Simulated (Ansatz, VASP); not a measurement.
## AlP: VASP beside Ansatz

Contents of INCAR:

```
ALGO = Normal
EDIFF = 1E-6
ENCUT = 500
GGA = PS
GGA_COMPAT = False
ISIF = 2
ISMEAR = 0
LASPH = True
LCHARG = False
LREAL = False
LWAVE = False
NBANDS = 11
NELM = 120
PREC = Accurate
SIGMA = 0.01
```

KPOINTS

```
k-points
0
Gamma
  8 8 8
```

File POSCAR:

```
AlP
1.0
    2.6967589826      2.6967589826      0.0000000000
   -2.6967589826      2.6967589826      0.0000000000
    0.0000000000      2.6967589826      2.6967589826
Al P
1 1
Direct
    0.0000000000      0.0000000000      0.0000000000
    0.7500000000      0.2500000000      0.5000000000
```

Input for Ansatz:

```yaml
crystal:
  lattice:
    - [2.69675898255, 2.69675898255, 0.0]
    - [-2.69675898255, 2.69675898255, 0.0]
    - [0.0, 2.69675898255, 2.69675898255]
  atoms:
    - { symbol: Al, position: [0.0, 0.0, 0.0] }
    - { symbol: P, position: [0.75, 0.25, 0.5] }
kpoints:
  mp_grid: { grid: [8, 8, 8] }
scf:
  occupations: { method: fixed }
  convergence: { dr2_threshold: 1.0e-10 }
hamiltonian:
  xc: pbesol
  pseudopotentials: { kind: all_electron, lapw: { basis_error: 0.0005 } }
output:
  forces: true
  stress: true
  eigenstates:
    kpoints:
      - [0.0, 0.0, 0.0]
      - [-0.5, 0.5, 0.0]
      - [-0.5, -0.5, -0.5]
      - [0.0, 0.0, -0.5]
      - [0.0, -0.5, -0.5]
      - [0.0, 0.5, 0.0]
      - [-0.5, 0.0, 0.0]
      - [-0.5, 0.0, -0.5]
  eigenvalues: true
```

Alike in both runs: task single point; functional PBEsol; k mesh 8 × 8 × 8; no spin polarisation.

|  | VASP | Ansatz |
| --- | --- | --- |
| version | VASP 6.6.1 | Ansatz 0.2.0 |
| potentials or method | VASP PAW PBE potentials, release 64 (Al, P), cutoff 500 eV | all-electron LAPW, scalar-relativistic |
| occupations | gaussian, width 0.01 eV | fixed |

VASP gave:

```
gap on the k mesh at the Fermi level (eV) : 1.36
pressure (GPa)                            : 4.1
```

Task: What did Ansatz give for the same quantities?

Result: gap on the k mesh at the Fermi level (eV): 1.37; pressure (GPa): 4.0.

VASP's potentials were made for PBE, not for PBEsol. Ansatz ran all-electron here, and VASP with PAW potentials.
